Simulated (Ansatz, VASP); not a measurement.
Two plane-wave programs on Os

Contents of INCAR:

```
SYSTEM = Os
AGGAC = 1.0
AGGAX = 1.0
ALDAC = 0.0
ALDAX = 1.0
ALGO = Normal
EDIFF = 1E-6
ENCUT = 520
GGA = B5
ISIF = 2
ISMEAR = -1
LASPH = .TRUE.
LCHARG = .TRUE.
LELF = .TRUE.
LREAL = .FALSE.
LVHAR = .TRUE.
LWAVE = .FALSE.
NBANDS = 15
NELM = 60
PREC = Accurate
SIGMA = 0.1
```

Contents of KPOINTS:

```
k-points
0
G
  11 11 11
  0 0 0
```

POSCAR

```
Os
1.0
    0.0000000000      2.9241270042      2.9241270042
    2.9241270042      0.0000000000      2.9241270042
    2.9241270042      2.9241270042      0.0000000000
Os
2
Direct
    0.1250000000      0.1250000000      0.1250000000
    0.8750000000      0.8750000000      0.8750000000
```

Input for Ansatz:

```yaml
crystal:
  lattice:
    - [0.0, 2.9241270042, 2.9241270042]
    - [2.9241270042, 0.0, 2.9241270042]
    - [2.9241270042, 2.9241270042, 0.0]
  atoms:
    - { symbol: Os, position: [0.125, 0.125, 0.125] }
    - { symbol: Os, position: [0.875, 0.875, 0.875] }
hamiltonian:
  xc: blyp
  pseudopotentials:
    kind: paw
    azcp:
      Os: "pseudopotentials/Os.paw.azcp"
basis:
  ecutwfc: 420
  fft_grid_basis: typed
kpoints:
  mp_grid: { grid: [11, 11, 11], shift: [0, 0, 0] }
magnetization:
  spin_polarized: false
scf:
  occupations: { method: fermi_dirac, width: 0.1 }
  lower_state_search: "off"
output:
  stress: true
  write_density: true
  write_potential: true
  elf: true
  volumetric_format: npy
```

Alike in both runs: task single point; functional BLYP; k mesh 11 × 11 × 11; occupations fermi-dirac, width 0.1 eV; no spin polarisation.

|  | VASP | Ansatz |
| --- | --- | --- |
| version | VASP 6.6.1 | Ansatz 0.2.0 |
| potentials or method | VASP PAW PBE potentials, release 64 (Os), cutoff 520 eV | plane waves (420 eV) with PAW, scalar-relativistic |
| valence electrons in the cell | 16 | 32 |

```tsv
	VASP	Ansatz	Ansatz less VASP
pressure (GPa)	-15.4	-15.7	-0.34
```

VASP's potentials were made for PBE, not for BLYP. The functional is the same, so the differences come from potentials, cutoffs and numerics. VASP's potentials hold 16 valence electrons a cell and Ansatz's 32, so a difference there can come from the potentials and not from the codes.

Spin-orbit coupling is off throughout.
